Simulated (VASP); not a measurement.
As, 2 atoms in the cell. The structure is trigonal, space group R-3m (No. 166). The conventional cell has a = 3.759 Å, b = 3.759 Å, c = 10.457 Å, α = 90.00°, β = 90.00°, γ = 120.00°. As (site symmetry 3m) has 6 As at 2.52 to 3.10 Å within 3.3 Å. 

| Property | Result |
| --- | --- |
| Program | VASP 6.6.1 |
| Task | relaxation of the atoms |
| Functional | PBE |
| Potentials or basis | VASP PAW PBE potentials, release 64 (As) |
| Cutoff | 520 eV |
| k mesh | 11 × 11 × 11 |
| Occupations | fermi-dirac, width 0.05 eV |
| Spin | no spin polarisation |
| Dipole correction | no |
| Further INCAR settings | ALGO = Normal; EDIFF = 1e-06; IBRION = 2; EDIFFG = -0.02; NSW = 80 |

Potentials or basis: VASP PAW PBE potentials, release 64 (As).

Command:

```sh
$ cat potpaw_PBE.64/As/POTCAR > POTCAR
$ mpirun -np 1 vasp_std > vasp.out
```

Hardware: 1 thread of Intel(R) Xeon(R) Platinum 8488C (Sapphire Rapids), with other jobs on the host.

How long does it take, and how much memory?

It took 36 s on 1 thread of Intel(R) Xeon(R) Platinum 8488C (Sapphire Rapids) (shared host), peak memory 0.21 GiB. Counts: scf iterations 19, k points 146, ion steps 3.
